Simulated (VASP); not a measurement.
Input of a VASP 6.6.1 run:

The input INCAR:

```
PREC = Accurate
ENCUT = 520
EDIFF = 1E-6
ISMEAR = 0
SIGMA = 0.05
LREAL = False
LASPH = True
NELM = 60
ALGO = Normal
ISIF = 2
LWAVE = False
LCHARG = False
GGA = PE
NBANDS = 15
```

The input KPOINTS:

```
Automatic mesh
0
Gamma
  8 8 8
```

The input POSCAR:

```
SrO
1.0
    0.0000000000      2.4927060000      2.5312530000
    2.4927060000      0.0000000000      2.5312530000
    2.4927060000      2.4927060000      0.0000000000
Sr O
1 1
Direct
    0.0000000000      0.0000000000      0.0000000000
    0.5000000000      0.5000000000      0.5000000000
```

Potentials or basis: VASP PAW PBE potentials, release 64 (Sr_sv, O).

Command:

```console
$ cat potpaw_PBE.64/Sr_sv/POTCAR potpaw_PBE.64/O/POTCAR > POTCAR
$ mpirun -np 1 vasp_std > vasp.out
```

(1) Estimate the pressure.

(2) Predict the band gap on the k mesh.

Results:

(1) 12.6 GPa.

(2) 3.16 eV, indirect (least direct gap 3.18 eV).

Caveat: the cell differs from its parent crystal (strain -0.030 along x and y, -0.015 along z).
